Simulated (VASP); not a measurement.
# KF (P6_3/mmc) in VASP: further runs

The runs below take KF through single point, relaxation of cell and atoms, with PBE.

Everything below comes from runs of VASP 6.6.1. Logs are shortened: lines on timing, memory, paths and dates and some standing lists are left out, and cuts for length are marked.

### 1 The cell of the first run

The structure is hexagonal, space group P6_3/mmc (No. 194). The conventional cell has a = 3.740 Å, b = 3.740 Å, c = 6.551 Å, α = 90.00°, β = 90.00°, γ = 120.00°. Within 3.6 Å of K (site symmetry -6m2) lie 6 F at 2.71 Å. Within 3.6 Å of F (site symmetry -3m) lie 6 K at 2.71 Å and 2 F at 3.28 Å.

### 2 Single point, PBE

File INCAR:

```
SYSTEM = KF
PREC     = Accurate       ! precision mode
ENCUT    = 520            ! plane-wave cutoff, eV
EDIFF    = 1E-7           ! SCF threshold, eV
ISMEAR   = 0              ! smearing method
SIGMA    = 0.02           ! smearing width, eV
LREAL    = .False.        ! projectors in reciprocal space
LASPH    = .True.         ! aspherical terms in the spheres
NELM     = 100            ! most SCF steps
ALGO     = Normal         ! electronic algorithm
ISIF     = 2              ! what is computed and relaxed
LWAVE    = .False.        ! write WAVECAR
LCHARG   = .False.        ! write CHGCAR
GGA      = PE             ! functional
NBANDS   = 24             ! bands
```

File KPOINTS:

```
regular mesh
0
Gamma
  9 9 6
  0 0 0
```

File POSCAR:

```
KF
1.0
    3.7398640392      0.0000000000      0.0000000000
   -1.8699320196      3.2388172647      0.0000000000
    0.0000000000      0.0000000000      6.5506165340
K F
2 2
Direct
    0.0000000000      0.0000000000      0.0000000000
    0.3333333333      0.6666666667      0.5000000000
    0.6666666667      0.3333333333      0.2500000000
    0.6666666667      0.3333333333      0.7500000000
```

Potentials or basis: VASP PAW PBE potentials, release 64 (K_sv, F).

On the command line:

```
cat potpaw_PBE.64/K_sv/POTCAR potpaw_PBE.64/F/POTCAR > POTCAR
mpirun -np 1 vasp_std > vasp.out
```

OUTCAR:

```text
SYSTEM = KF
   PREC = Accurate
   ENCUT = 520
   EDIFF = 1E-7
   ISMEAR = 0
   LREAL = .False.
   LASPH = .True.
   NELM = 100
   ISIF = 2
   GGA = PE

 ion  position               nearest neighbor table
   1  0.000  0.000  0.000-   3 2.71   4 2.71   3 2.71   4 2.71   3 2.71   4 2.71
   2  0.333  0.667  0.500-   3 2.71   4 2.71   3 2.71   4 2.71   3 2.71   4 2.71
   3  0.667  0.333  0.250-   2 2.71   1 2.71   2 2.71   1 2.71   1 2.71   2 2.71
   4  0.667  0.333  0.750-   2 2.71   1 2.71   2 2.71   1 2.71   1 2.71   2 2.71

  LATTYP: Found a hexagonal cell.
 ALAT       =     3.7398640392
 C/A-ratio  =     1.7515654220

  Lattice vectors:

 A1 = (   3.7398640392,   0.0000000000,   0.0000000000)
 A2 = (  -1.8699320196,   3.2388172647,   0.0000000000)
 A3 = (   0.0000000000,   0.0000000000,   6.5506165340)

Analysis of symmetry for initial positions (statically):
=====================================================================
 Subroutine PRICEL returns:
 Original cell was already a primitive cell.

 Routine SETGRP: Setting up the symmetry group for a
 hexagonal supercell.

 Subroutine GETGRP returns: Found 24 space group operations
 (whereof 12 operations were pure point group operations)
 out of a pool of 24 trial point group operations.

The static configuration has the point symmetry D_3h.
 The point group associated with its full space group is D_6h.

Analysis of symmetry for dynamics (positions and initial velocities):
=====================================================================
 Subroutine PRICEL returns:
 Original cell was already a primitive cell.

 Routine SETGRP: Setting up the symmetry group for a
 hexagonal supercell.

 Subroutine GETGRP returns: Found 24 space group operations
 (whereof 12 operations were pure point group operations)
 out of a pool of 24 trial point group operations.

The dynamic configuration has the point symmetry D_3h.
 The point group associated with its full space group is D_6h.

 Subroutine INISYM returns: Found 24 space group operations
 (whereof 12 operations are pure point group operations),
 and found     1 'primitive' translations

----------------------------------------------------------------------------------------

                                     Primitive cell

  volume of cell :      79.3459

  direct lattice vectors                    reciprocal lattice vectors
     3.739864039  0.000000000  0.000000000     0.267389400  0.154377342  0.000000000
    -1.869932020  3.238817265  0.000000000     0.000000000  0.308754684  0.000000000
     0.000000000  0.000000000  6.550616534     0.000000000  0.000000000  0.152657386

  length of vectors
     3.739864039  3.739864039  6.550616534     0.308754684  0.308754684  0.152657386

  position of ions in fractional coordinates (direct lattice)
     0.000000000  0.000000000  0.000000000
     0.333333333  0.666666667  0.500000000
     0.666666667  0.333333333  0.250000000
     0.666666667  0.333333333  0.750000000

  ion indices of the primitive-cell ions
   primitive index   ion index
                 1           1
                 2           2
                 3           3
                 4           4

----------------------------------------------------------------------------------------

 KPOINTS: regular mesh

Automatic generation of k-mesh.
 Grid dimensions read from file:
 generate k-points for:    9    9    6

 Generating k-lattice:

  Cartesian coordinates                     Fractional coordinates (reciprocal lattice)
     0.029709933  0.017153038  0.000000000     0.111111111 -0.000000000  0.000000000
     0.000000000  0.034306076  0.000000000     0.000000000  0.111111111  0.000000000
     0.000000000  0.000000000  0.025442898     0.000000000  0.000000000  0.166666667

  Length of vectors
     0.034306076  0.034306076  0.025442898

  Shift w.r.t. Gamma in fractional coordinates (k-lattice)
     0.000000000  0.000000000  0.000000000

 Subroutine IBZKPT returns following result:
 ===========================================

 Found     48 irreducible k-points:

 Following reciprocal coordinates:
            Coordinates               Weight
  0.000000  0.000000  0.000000      1.000000
  0.111111  0.000000  0.000000      6.000000
  0.222222 -0.000000  0.000000      6.000000
  0.333333  0.000000  0.000000      6.000000
  0.444444 -0.000000  0.000000      6.000000
  0.111111  0.111111  0.000000      6.000000
[... 16 lines left out ...]
  0.333333  0.222222  0.166667     24.000000
  0.333333  0.333333  0.166667      4.000000
 [... further k-points ...]
   k-points           NKPTS =     48   k-points in BZ     NKDIM =     48   number of bands    NBANDS=     24
   number of dos      NEDOS =    301   number of ions     NIONS =      4
   total plane-waves  NPLWV =  39200
   dimension x,y,z NGX =    28 NGY =   28 NGZ =   50
   dimension x,y,z NGXF=    56 NGYF=   56 NGZF=  100
   ions per type =               2   2
   NGX,Y,Z   is equivalent  to a cutoff of  12.45, 12.45, 12.69 a.u.
   NGXF,Y,Z  is equivalent  to a cutoff of  24.89, 24.89, 25.38 a.u.
 SYSTEM =  KF
   PREC   = accura    normal or accurate (medium, high low for compatibility)
   ISTART =      0    job   : 0-new  1-cont  2-samecut
   ICHARG =      2    charge: 1-file 2-atom 10-const
   ISPIN  =      1    spin polarized calculation?
   LNONCOLLINEAR =      F non collinear calculations
   LSORBIT =      F    spin-orbit coupling
   LASPH  =      T    aspherical Exc in radial PAW
   ENCUT  =  520.0 eV  38.22 Ry    6.18 a.u.   6.95  6.95 12.18*2*pi/ulx,y,z
   NELM   =    100;   NELMIN=  2; NELMDL= -5     # of ELM steps
   EDIFF  = 0.1E-06   stopping-criterion for ELM
   LREAL  =      F    real-space projection
   EDIFFG = 0.1E-05   stopping-criterion for IOM
   NSW    =      0    number of steps for IOM
   IBRION =     -1    ionic relax: 0-MD 1-quasi-New 2-CG
   NFREE  =      0    steps in history (QN), initial steepest desc. (CG)
   ISIF   =      2    stress and relaxation
   ISYM   =      2    0-nonsym 1-usesym 2-fastsym
   POTIM  = 0.5000    time-step for ionic-motion
   TEBEG  =    0.0;   TEEND  =   0.0 temperature during run
   PSTRESS=    0.0 pullay stress
   NELECT =      32.0000    total number of electrons
   NUPDOWN=      -1.0000    fix difference up-down
   EMIN   =  10.00;   EMAX   =-10.00  energy-range for DOS
   EFERMI =   0.00;   METHOD = LEGACY
   ISMEAR =     0;   SIGMA  =   0.02  broadening in eV -4-tet -1-fermi 0-gaus
   EFERMI_NEDOS =   21; number of points for ismear=-14 and -15
   IALGO  =     38    algorithm
   IMIX   =      4    mixing-type and parameters
     AMIX     =   0.40;   BMIX     =  1.00
     AMIX_MAG =   1.60;   BMIX_MAG =  1.00
  volume/ion in A,a.u.               =      19.84       133.86
  Fermi-wavevector in a.u.,A,eV,Ry     =   1.209530  2.285680 19.904821  1.462963
  Thomas-Fermi vector in A             =   2.345105
   LORBIT       =      0    0 simple, 1 ext, 2 COOP (PROOUT), +10 PAW based schemes
   GGA     = PE    functional components
   LHFCALC =     F    Hartree Fock is set to
   AEXX    =    0.0000 exact exchange contribution
   IVDW    =     0    specifies the selected vdW correction
   LEPSILON=     F    determine dielectric tensor
   LRPA    =     F    only Hartree local field effects (RPA)
 non-spin polarized calculation
 Gauss-broadening in eV      SIGMA  =   0.02
  energy-cutoff  :      520.00
  volume of cell :       79.35
 maximum number of plane-waves:      2160
 NGX is ok and might be reduce to    28
   NGX = 13   NGY = 13   NGZ = 25

 number of electron      31.9999989 magnetization

 Free energy of the ion-electron system (eV)
  ---------------------------------------------------
  ext. energy  EPLUGINS =         0.00000000
  ---------------------------------------------------
  free energy    TOTEN  =       -16.46549891 eV

  energy without entropy =      -16.46549891  energy(sigma->0) =      -16.46549891

 E-fermi :  -2.4367     XC(G=0):  -8.2345

 val. band max:       -2.6102644881   @ k =   0.0000   0.0000   0.0000
 cond. band min:       2.9514155932   @ k =   0.0000   0.0000   0.0000
 fundamental gap:      5.5616800813
 Fermi energy:        -2.4366850536

 k-point     1 :       0.0000    0.0000    0.0000
  band No.  band energies     occupation
      1     -29.1840      2.00000
      2     -29.1208      2.00000
      3     -21.4983      2.00000
      4     -21.4543      2.00000
      5     -12.6325      2.00000
      6     -12.4709      2.00000
[... 16 lines left out ...]
     23       8.8678      0.00000
     24       8.8679      0.00000

 k-point     2 :       0.1111    0.0000    0.0000
  band No.  band energies     occupation
      1     -29.1751      2.00000
      2     -29.1160      2.00000
      3     -21.4896      2.00000
      4     -21.4614      2.00000
      5     -12.6416      2.00000
      6     -12.5337      2.00000
[... 16 lines left out ...]
     23       8.6678      0.00000
     24       8.8342      0.00000

 k-point     3 :       0.2222   -0.0000    0.0000
  band No.  band energies     occupation
      1     -29.1519      2.00000
      2     -29.1043      2.00000
      3     -21.4789      2.00000
      4     -21.4669      2.00000
      5     -12.6710      2.00000
      6     -12.6624      2.00000
[... 16 lines left out ...]
     23       8.6871      0.00000
     24       8.9191      0.00000

 k-point     4 :       0.3333    0.0000    0.0000
  band No.  band energies     occupation
      1     -29.1239      2.00000
      2     -29.0923      2.00000
      3     -21.4991      2.00000
      4     -21.4411      2.00000
      5     -12.8159      2.00000
      6     -12.6827      2.00000
[... 16 lines left out ...]
     23       9.2993      0.00000
     24       9.5102      0.00000

 k-point     5 :       0.4444   -0.0000    0.0000
  band No.  band energies     occupation
      1     -29.1031      2.00000
      2     -29.0869      2.00000
      3     -21.5123      2.00000
      4     -21.4241      2.00000
      5     -12.9063      2.00000
      6     -12.7419      2.00000
[... 16 lines left out ...]
     23       9.4246      0.00000
     24      10.5366      0.00000

 k-point     6 :       0.1111    0.1111    0.0000
  band No.  band energies     occupation
      1     -29.1590      2.00000
      2     -29.1078      2.00000
      3     -21.4738      2.00000
      4     -21.4736      2.00000
      5     -12.6557      2.00000
      6     -12.6310      2.00000
[... 16 lines left out ...]
     23       8.6972      0.00000
     24       8.7562      0.00000
[... 379 lines left out ...]
 k-point    21 :       0.4444    0.1111    0.1667
  band No.  band energies     occupation
      1     -29.0966      2.00000
      2     -29.0865      2.00000
      3     -21.5091      2.00000
      4     -21.4261      2.00000
      5     -12.8932      2.00000
      6     -12.7868      2.00000
[... 16 lines left out ...]
     23       9.3525      0.00000
     24      10.3298      0.00000

 k-point    22 :       0.2222    0.2222    0.1667
  band No.  band energies     occupation
      1     -29.1098      2.00000
      2     -29.0889      2.00000
      3     -21.5024      2.00000
      4     -21.4348      2.00000
      5     -12.8291      2.00000
      6     -12.7036      2.00000
[... 16 lines left out ...]
     23       9.0930      0.00000
     24       9.4487      0.00000

 k-point    23 :       0.3333    0.2222    0.1667
  band No.  band energies     occupation
      1     -29.0939      2.00000
      2     -29.0846      2.00000
      3     -21.5107      2.00000
      4     -21.4234      2.00000
      5     -12.8499      2.00000
      6     -12.7833      2.00000
[... 16 lines left out ...]
     23       9.3623      0.00000
     24       9.9762      0.00000

 k-point    24 :       0.3333    0.3333    0.1667
  band No.  band energies     occupation
      1     -29.0857      2.00000
      2     -29.0857      2.00000
      3     -21.5134      2.00000
      4     -21.4191      2.00000
      5     -12.8007      2.00000
      6     -12.8007      2.00000
[... 16 lines left out ...]
     23       9.6926      0.00000
     24      10.1972      0.00000

 [... further k-points ...]

------------------------ aborting loop because EDIFF is reached ----------------------------------------

  FORCE on cell =-STRESS in cart. coord.  units (eV):
  Direction    XX          YY          ZZ          XY          YZ          ZX
  --------------------------------------------------------------------------------------
  -------------------------------------------------------------------------------------
  Total        0.0007815      0.0007815      0.0096774      0.0000000     -0.0000000      0.0000000
  in kB        0.0157809      0.0157809      0.1954089      0.0000000     -0.0000000      0.0000000
  external PRESSURE =       0.0756569 kB  Pullay stress =       0.0000000 kB

 VOLUME and BASIS-vectors are now :
 -----------------------------------------------------------------------------
  energy-cutoff  :      520.00
  volume of cell :       79.35
      direct lattice vectors                 reciprocal lattice vectors
     3.739864039  0.000000000  0.000000000     0.267389400  0.154377342  0.000000000
    -1.869932020  3.238817265  0.000000000     0.000000000  0.308754684  0.000000000
     0.000000000  0.000000000  6.550616534     0.000000000  0.000000000  0.152657386

 POSITION                                       TOTAL-FORCE (eV/Angst)
 -----------------------------------------------------------------------------------
      0.00000      0.00000      0.00000        -0.000000      0.000000     -0.000000
     -0.00000      2.15921      3.27531        -0.000000      0.000000     -0.000000
      1.86993      1.07961      1.63765         0.000000     -0.000000     -0.000000
      1.86993      1.07961      4.91296         0.000000     -0.000000      0.000000
 -----------------------------------------------------------------------------------
    total drift:                               -0.000004      0.000002      0.000000

  FREE ENERGIE OF THE ION-ELECTRON SYSTEM (eV)
  ---------------------------------------------------
  free  energy   TOTEN  =       -16.4654989128 eV

  energy  without entropy=      -16.4654989128  energy(sigma->0) =      -16.46549891
```

Run time: 2.5 min. Hardware: 1 thread of AMD EPYC 7R43 (Zen 3), shared host; peak memory 0.18 GiB.

Results:

| Quantity | Value |
| --- | --- |
| Free energy | -16.4655 eV |
| Pressure | 0.0 GPa |
| Band gap on the k mesh | 5.56 eV, direct |

Levels at points of the mesh, in eV from the valence-band top:
```csv
k point,band 14,band 15,band 16,band 17,band 18,band 19
"(0.00, 0.00, 0.00)",-0.29,-0.29,0.00,5.56,8.14,9.81
"(0.00, 0.00, 0.50)",-0.31,-0.31,-0.31,6.83,6.83,9.67
```

A k mesh can miss the band edges. A hybrid or GW would open this gap; PBE tends to underestimate it.

(Continued in part 2 of 2.)
